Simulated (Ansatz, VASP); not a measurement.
# CrO2: VASP beside Ansatz

```
Cr O
1.0
     4.41000    0.00000    0.00000
     0.00000    4.41000    0.00000
     0.00000    0.00000    2.91000
Cr O
2 4
Direct
  0.00000 0.00000 0.00000
  0.50000 0.50000 0.50000
  0.30000 0.30000 0.00000
  0.20000 0.80000 0.50000
  0.70000 0.70000 0.00000
  0.80000 0.20000 0.50000
```

Alike in both runs: task single point; functional PBE; k mesh 4 × 4 × 6; occupations fermi-dirac, width 0.05 eV; collinear spin; Hubbard terms Cr d U = 3.7 eV.

|  | VASP | Ansatz |
| --- | --- | --- |
| version | VASP 6.6.1 | Ansatz 0.2.0 |
| potentials or method | VASP PAW PBE potentials, release 64 (Cr_pv, O), cutoff 520 eV | PAW, plane waves, scalar-relativistic |
| valence electrons in the cell | 48 | 52 |

```tsv
	VASP	Ansatz	Ansatz less VASP
pressure (GPa)	13.2	11.4	-1.75
traceless stress, the component that is largest in VASP (GPa)	2.52	1.87	-0.654
rms of the force components (eV/Å)	0.031	0.109	+0.0780
net moment per atom (μB)	0.67	0.67	0.000
size of the moment on the site where the two differ most (μB)	2.36	1.98	-0.388
```

Site moments also hang on the region over which each program counts them. The programs project onto different local orbitals, so the same U acts differently, and such runs can settle in different states. Atom by atom the forces differ by 0.078 eV/Å (rms over components). VASP's potentials hold 48 valence electrons a cell and Ansatz's 52, so a difference there can come from the potentials and not from the codes. Ansatz's warnings: filled band counts differ across k points.
